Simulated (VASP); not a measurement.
# SnTe (R-3m) in VASP: notebook

Runs on SnTe. Level: r2SCAN. Tasks: single point.

Everything below comes from runs of VASP 6.6.1. Logs are shortened: lines on timing, memory, paths and dates and some standing lists are left out, and cuts for length are marked.

## Step 1: The cell of the first run

The structure is trigonal, space group R-3m (No. 166). Conventional cell: a = 4.691 Å, b = 4.691 Å, c = 10.505 Å, α = 90.00°, β = 90.00°, γ = 120.00°. Within 4.2 Å of Sn (site symmetry -3m) lie 6 Te at 3.22 Å. Within 4.2 Å of Te (site symmetry -3m) lie 6 Sn at 3.22 Å.

## Step 2: Single point, r2SCAN (epitaxial 111 strain +4.0%)

File POSCAR:

```
SnTe
1.0
   -0.1896166334      3.1272869259      3.1272869259
    3.1272869259     -0.1896166334      3.1272869259
    3.1272869259      3.1272869259     -0.1896166334
Sn Te
1 1
Direct
    0.0000000000      0.0000000000      0.0000000000
    0.5000000000      0.5000000000      0.5000000000
```

File INCAR.step1:

```
SYSTEM = SnTe
PREC = Accurate
ENCUT = 520
ISMEAR = -1
SIGMA = 0.02
LREAL = .FALSE.
LASPH = .TRUE.
NELM = 100
NBANDS = 17
GGA = PE
ALGO = Normal
EDIFF = 1E-4
LWAVE = .TRUE.
LCHARG = .FALSE.
```

File INCAR.step2:

```
SYSTEM = SnTe
PREC = Accurate
ENCUT = 520
EDIFF = 1E-7
ISMEAR = -1
SIGMA = 0.02
LREAL = .FALSE.
LASPH = .TRUE.
NELM = 100
ALGO = Normal
ISIF = 2
LWAVE = .FALSE.
LCHARG = .TRUE.
METAGGA = R2SCAN
LMIXTAU = .TRUE.
LELF = .TRUE.
LVHAR = .TRUE.
NBANDS = 17
ISTART = 1
```

File KPOINTS:

```
regular mesh
0
G
  8 8 8
  0 0 0
```

Potentials or basis: VASP PAW PBE potentials, release 64 (Sn_d, Te).

Command:

```sh
> cat potpaw_PBE.64/Sn_d/POTCAR potpaw_PBE.64/Te/POTCAR > POTCAR
> cp INCAR.step1 INCAR
> mpirun -np 1 vasp_std > vasp.out
> cp INCAR.step2 INCAR
> mpirun -np 1 vasp_std > vasp.out
```

OUTCAR:

```text
SYSTEM = SnTe
   PREC = Accurate
   ENCUT = 520
   EDIFF = 1E-7
   ISMEAR = -1
   LREAL = .FALSE.
   LASPH = .TRUE.
   NELM = 100
   ISIF = 2
   METAGGA = R2SCAN
   ISTART = 1

 ion  position               nearest neighbor table
   1  0.000  0.000  0.000-   2 3.22   2 3.22   2 3.22   2 3.22   2 3.22   2 3.22
   2  0.500  0.500  0.500-   1 3.22   1 3.22   1 3.22   1 3.22   1 3.22   1 3.22

  LATTYP: Found a trigonal (rhomboedric) cell.
 ALAT       =     4.4267145268
 COS(alpha) =     0.4385608968

  Lattice vectors:

 A1 = (  -0.1896166334,   3.1272869259,   3.1272869259)
 A2 = (   3.1272869259,  -0.1896166334,   3.1272869259)
 A3 = (   3.1272869259,   3.1272869259,  -0.1896166334)

Analysis of symmetry for initial positions (statically):
=====================================================================
 Subroutine PRICEL returns:
 Original cell was already a primitive cell.

 Routine SETGRP: Setting up the symmetry group for a
 trigonal (rhombohedral) supercell.

 Subroutine GETGRP returns: Found 12 space group operations
 (whereof 12 operations were pure point group operations)
 out of a pool of 12 trial point group operations.

The static configuration has the point symmetry D_3d.

Analysis of symmetry for dynamics (positions and initial velocities):
=====================================================================
 Subroutine PRICEL returns:
 Original cell was already a primitive cell.

 Routine SETGRP: Setting up the symmetry group for a
 trigonal (rhombohedral) supercell.

 Subroutine GETGRP returns: Found 12 space group operations
 (whereof 12 operations were pure point group operations)
 out of a pool of 12 trial point group operations.

The dynamic configuration has the point symmetry D_3d.

 Subroutine INISYM returns: Found 12 space group operations
 (whereof 12 operations are pure point group operations),
 and found     1 'primitive' translations

----------------------------------------------------------------------------------------

                                     Primitive cell

  volume of cell :      66.7257

  direct lattice vectors                    reciprocal lattice vectors
    -0.189616633  3.127286926  3.127286926    -0.146030128  0.155455876  0.155455876
     3.127286926 -0.189616633  3.127286926     0.155455876 -0.146030128  0.155455876
     3.127286926  3.127286926 -0.189616633     0.155455876  0.155455876 -0.146030128
[... 76 lines left out ...]
   ISTART =      1    job   : 0-new  1-cont  2-samecut
   ICHARG =      0    charge: 1-file 2-atom 10-const
   ISPIN  =      1    spin polarized calculation?
   LNONCOLLINEAR =      F non collinear calculations
   LSORBIT =      F    spin-orbit coupling
   LASPH  =      T    aspherical Exc in radial PAW
   ENCUT  =  520.0 eV  38.22 Ry    6.18 a.u.   8.23  8.23  8.23*2*pi/ulx,y,z
   NELM   =    100;   NELMIN=  2; NELMDL=  0     # of ELM steps
   EDIFF  = 0.1E-06   stopping-criterion for ELM
   LREAL  =      F    real-space projection
   EDIFFG = 0.1E-05   stopping-criterion for IOM
   NSW    =      0    number of steps for IOM
   IBRION =     -1    ionic relax: 0-MD 1-quasi-New 2-CG
   NFREE  =      0    steps in history (QN), initial steepest desc. (CG)
   ISIF   =      2    stress and relaxation
   ISYM   =      2    0-nonsym 1-usesym 2-fastsym
   POTIM  = 0.5000    time-step for ionic-motion
   TEBEG  =    0.0;   TEEND  =   0.0 temperature during run
   PSTRESS=    0.0 pullay stress
   NELECT =      20.0000    total number of electrons
   NUPDOWN=      -1.0000    fix difference up-down
   EMIN   =  10.00;   EMAX   =-10.00  energy-range for DOS
   EFERMI =   0.00;   METHOD = LEGACY
   ISMEAR =    -1;   SIGMA  =   0.02  broadening in eV -4-tet -1-fermi 0-gaus
   EFERMI_NEDOS =   21; number of points for ismear=-14 and -15
   IALGO  =     38    algorithm
   IMIX   =      4    mixing-type and parameters
     AMIX     =   0.40;   BMIX     =  1.00
     AMIX_MAG =   1.60;   BMIX_MAG =  1.00
  volume/ion in A,a.u.               =      33.36       225.14
  Fermi-wavevector in a.u.,A,eV,Ry     =   1.095604  2.070392 16.331734  1.200349
  Thomas-Fermi vector in A             =   2.231931
   LORBIT       =      0    0 simple, 1 ext, 2 COOP (PROOUT), +10 PAW based schemes
   METAGGA = R2SCAN    functional components
   LHFCALC =     F    Hartree Fock is set to
   AEXX    =    0.0000 exact exchange contribution
   IVDW    =     0    specifies the selected vdW correction
   LEPSILON=     F    determine dielectric tensor
   LRPA    =     F    only Hartree local field effects (RPA)
 non-spin polarized calculation
  energy-cutoff  :      520.00
  volume of cell :       66.73
 maximum number of plane-waves:      1814
 NGX is ok and might be reduce to    36
   NGX = 17   NGY = 17   NGZ = 17

 number of electron      19.9999999 magnetization

 Free energy of the ion-electron system (eV)
  ---------------------------------------------------
  ext. energy  EPLUGINS =         0.00000000
  ---------------------------------------------------
  free energy    TOTEN  =       -50.64359542 eV

  energy without entropy =      -50.64340487  energy(sigma->0) =      -50.64350014

 E-fermi :   6.2609     XC(G=0):  -9.7643

 val. band max:        6.2323991809   @ k =   0.5000   0.5000   0.5000
 cond. band min:       6.3094145362   @ k =   0.5000   0.0000   0.0000
 fundamental gap:      0.0770153553
 Fermi energy:         6.2609419269

 k-point     1 :       0.0000    0.0000    0.0000
  band No.  band energies     occupation
      1     -16.5359      2.00000
      2     -16.5359      2.00000
      3     -16.5302      2.00000
      4     -16.5253      2.00000
      5     -16.5253      2.00000
      6      -6.7781      2.00000
[... 457 lines left out ...]
      4     -16.5231      2.00000
      5     -16.5228      2.00000
      6      -6.0440      2.00000
[... 9 lines left out ...]
     16      14.8503      0.00000
     17      15.1830      0.00000

 [... further k-points ...]
[... 5 lines left out ...]
  --------------------------------------------------------------------------------------
  -------------------------------------------------------------------------------------
  Total       -0.5947171     -0.5947171     -0.5947171      0.3674634      0.3674634      0.3674634
  in kB      -14.2799795    -14.2799795    -14.2799795      8.8233051      8.8233051      8.8233051
  external PRESSURE =     -14.2799795 kB  Pullay stress =       0.0000000 kB

 VOLUME and BASIS-vectors are now :
 -----------------------------------------------------------------------------
  energy-cutoff  :      520.00
  volume of cell :       66.73
      direct lattice vectors                 reciprocal lattice vectors
    -0.189616633  3.127286926  3.127286926    -0.146030128  0.155455876  0.155455876
     3.127286926 -0.189616633  3.127286926     0.155455876 -0.146030128  0.155455876
     3.127286926  3.127286926 -0.189616633     0.155455876  0.155455876 -0.146030128

 POSITION                                       TOTAL-FORCE (eV/Angst)
 -----------------------------------------------------------------------------------
      0.00000      0.00000      0.00000        -0.000000     -0.000000     -0.000000
      3.03248      3.03248      3.03248         0.000000      0.000000      0.000000
 -----------------------------------------------------------------------------------
    total drift:                               -0.000000      0.000000      0.000000

  FREE ENERGIE OF THE ION-ELECTRON SYSTEM (eV)
  ---------------------------------------------------
  free  energy   TOTEN  =       -50.6435954172 eV

  energy  without entropy=      -50.6434048718  energy(sigma->0) =      -50.64350014
```

It took 2 min on 1 thread of Intel Xeon 6975P-C (Granite Rapids), shared host; peak memory 0.26 GiB.

Results:

- Free energy: -50.6436 eV
- Pressure: -1.4 GPa
- Band gap on the k mesh: zero (bands 10 and 11 overlap by 0.40 eV)

Caveat: the cell differs from its parent crystal (epitaxial 111 strain +4.0%); semilocal functionals underestimate gaps, and a narrow one can read as zero; the PAW data sets were made with another functional, which shifts forces and pressure a little; spin-orbit coupling is left out, which moves the levels of the heavy elements.

## Step 3: Single point, r2SCAN, non-collinear spin, zero start, spin-orbit coupling (epitaxial 111 strain +4.0%)

POSCAR is that of step 2.

File INCAR.step1:

```
ALGO = Normal
EDIFF = 1E-4
ENCUT = 520
GGA = PE
GGA_COMPAT = False
ISMEAR = -1
LASPH = True
LCHARG = False
LNONCOLLINEAR = True
LREAL = False
LSORBIT = True
LWAVE = True
MAGMOM = 0 0 0 0 0 0
NBANDS = 32
NELM = 150
PREC = Accurate
SIGMA = 0.02
```

File INCAR.step2:

```
ALGO = Normal
EDIFF = 1E-6
ENCUT = 520
GGA_COMPAT = False
ISIF = 2
ISMEAR = -1
ISTART = 1
LASPH = True
LCHARG = True
LMIXTAU = True
LNONCOLLINEAR = True
LORBIT = 11
LORBMOM = True
LREAL = False
LSORBIT = True
LVHAR = True
LWAVE = False
MAGMOM = 0 0 0 0 0 0
METAGGA = R2SCAN
NBANDS = 32
NELM = 150
PREC = Accurate
SIGMA = 0.02
```

File KPOINTS:

```
k-points
0
Gamma
  8 8 8
```

Potentials or basis: VASP PAW PBE potentials, release 64 (Sn_d, Te).

Command:

```sh
> cat potpaw_PBE.64/Sn_d/POTCAR potpaw_PBE.64/Te/POTCAR > POTCAR
> cp INCAR.step1 INCAR
> mpirun -np 1 vasp_ncl > vasp.out
> cp INCAR.step2 INCAR
> mpirun -np 1 vasp_ncl > vasp.out
```

OUTCAR:

```text
EDIFF = 1E-6
   ENCUT = 520
   ISIF = 2
   ISMEAR = -1
   ISTART = 1
   LASPH = True
   LNONCOLLINEAR = True
   LORBIT = 11
   LREAL = False
   LSORBIT = True
   METAGGA = R2SCAN
   NELM = 150
   PREC = Accurate

 ion  position               nearest neighbor table
   1  0.000  0.000  0.000-   2 3.22   2 3.22   2 3.22   2 3.22   2 3.22   2 3.22
   2  0.500  0.500  0.500-   1 3.22   1 3.22   1 3.22   1 3.22   1 3.22   1 3.22

  LATTYP: Found a trigonal (rhomboedric) cell.
 ALAT       =     4.4267145268
 COS(alpha) =     0.4385608968

  Lattice vectors:

 A1 = (  -0.1896166334,   3.1272869259,   3.1272869259)
 A2 = (   3.1272869259,  -0.1896166334,   3.1272869259)
 A3 = (   3.1272869259,   3.1272869259,  -0.1896166334)

Analysis of symmetry for initial positions (statically):
=====================================================================
 Subroutine PRICEL returns:
 Original cell was already a primitive cell.

 Routine SETGRP: Setting up the symmetry group for a
 trigonal (rhombohedral) supercell.

 Subroutine GETGRP returns: Found 12 space group operations
 (whereof 12 operations were pure point group operations)
 out of a pool of 12 trial point group operations.

The static configuration has the point symmetry D_3d.

Analysis of symmetry for dynamics (positions and initial velocities):
=====================================================================
 Subroutine PRICEL returns:
 Original cell was already a primitive cell.

 Routine SETGRP: Setting up the symmetry group for a
 trigonal (rhombohedral) supercell.

 Subroutine GETGRP returns: Found 12 space group operations
 (whereof 12 operations were pure point group operations)
 out of a pool of 12 trial point group operations.

The dynamic configuration has the point symmetry D_3d.

Analysis of structural, dynamic, and magnetic symmetry:
=====================================================================
 Subroutine PRICEL returns:
[... 1047 lines left out ...]

 orbital moment (y)

 # of ion     p       d       tot
 ----------------------------------------
  1        -0.000  -0.000  -0.000
  2        -0.000  -0.000  -0.000
 ----------------------------------------
           -0.000  -0.000  -0.000

 orbital moment (z)

 # of ion     p       d       tot
 ----------------------------------------
  1         0.000   0.000   0.000
  2         0.000   0.000   0.000
 ----------------------------------------
            0.000   0.000   0.000

 Spin-Orbit-Coupling matrix elements

 Ion:    1  E_soc:     -0.0889031
 l=   1
     0.0000000    -0.0088236    -0.0088236
    -0.0088236     0.0000000    -0.0088236
    -0.0088236    -0.0088236     0.0000000
 l=   2
     0.0000000    -0.0011882     0.0000000    -0.0011882    -0.0048054
    -0.0011882     0.0000000    -0.0036040    -0.0011882    -0.0012013
     0.0000000    -0.0036040     0.0000000    -0.0036040     0.0000000
    -0.0011882    -0.0011882    -0.0036040     0.0000000    -0.0012013
    -0.0048054    -0.0012013     0.0000000    -0.0012013     0.0000000
 l=   3
     0.0000000     0.0000000     0.0000000     0.0000000     0.0000000     0.0000000     0.0000000
     0.0000000     0.0000000     0.0000000     0.0000000     0.0000000     0.0000000     0.0000000
     0.0000000     0.0000000     0.0000000     0.0000000     0.0000000     0.0000000     0.0000000
     0.0000000     0.0000000     0.0000000     0.0000000     0.0000000     0.0000000     0.0000000
     0.0000000     0.0000000     0.0000000     0.0000000     0.0000000     0.0000000     0.0000000
     0.0000000     0.0000000     0.0000000     0.0000000     0.0000000     0.0000000     0.0000000
     0.0000000     0.0000000     0.0000000     0.0000000     0.0000000     0.0000000     0.0000000

 Ion:    2  E_soc:     -0.1925580
 l=   1
     0.0000000    -0.0320856    -0.0320856
    -0.0320856     0.0000000    -0.0320856
    -0.0320856    -0.0320856     0.0000000
 l=   2
     0.0000000    -0.0000080     0.0000000    -0.0000080     0.0000005
    -0.0000080     0.0000000     0.0000004    -0.0000080     0.0000001
     0.0000000     0.0000004     0.0000000     0.0000004     0.0000000
    -0.0000080    -0.0000080     0.0000004     0.0000000     0.0000001
     0.0000005     0.0000001     0.0000000     0.0000001     0.0000000
 l=   3
     0.0000000     0.0000000     0.0000000     0.0000000     0.0000000     0.0000000     0.0000000
     0.0000000     0.0000000     0.0000000     0.0000000     0.0000000     0.0000000     0.0000000
     0.0000000     0.0000000     0.0000000     0.0000000     0.0000000     0.0000000     0.0000000
     0.0000000     0.0000000     0.0000000     0.0000000     0.0000000     0.0000000     0.0000000
     0.0000000     0.0000000     0.0000000     0.0000000     0.0000000     0.0000000     0.0000000
     0.0000000     0.0000000     0.0000000     0.0000000     0.0000000     0.0000000     0.0000000
     0.0000000     0.0000000     0.0000000     0.0000000     0.0000000     0.0000000     0.0000000

 total charge

# of ion       s       p       d       tot
------------------------------------------
    1        1.349   0.708   9.972  12.029
    2        1.382   1.992   0.024   3.398
--------------------------------------------------
tot          2.731   2.700   9.997  15.428

 magnetization (x)

# of ion       s       p       d       tot
------------------------------------------
    1       -0.000   0.000   0.000  -0.000
    2        0.000   0.000   0.000   0.000
--------------------------------------------------
tot         -0.000   0.000   0.000  -0.000

 magnetization (y)

# of ion       s       p       d       tot
------------------------------------------
    1        0.000  -0.000  -0.000   0.000
    2        0.000  -0.000   0.000   0.000
--------------------------------------------------
tot          0.000  -0.000  -0.000   0.000

 magnetization (z)

# of ion       s       p       d       tot
------------------------------------------
    1        0.000   0.000   0.000   0.000
    2        0.000   0.000  -0.000  -0.000
--------------------------------------------------
tot          0.000   0.000  -0.000   0.000
```

Run time: 17 min. Hardware: 1 thread of Intel Xeon 6975P-C (Granite Rapids), shared host; peak memory 0.58 GiB.

What came out:

```
Free energy                                           : -50.7824 eV
Pressure                                              : -1.4 GPa
Net moment                                            : 0.00 μB per cell
Valence electrons inside the program's atomic spheres : Sn 12.03; Te 3.40
```

Moments on the atoms (μB; x, y, z):
```
Sn  0.00 0.00 0.00
Te  0.00 0.00 0.00
```

Caveat: the cell differs from its parent crystal (epitaxial 111 strain +4.0%); the PAW data sets were made with another functional, which shifts forces and pressure a little.

The gap in the log of VASP goes by the Fermi energy; the results here count the filled bands.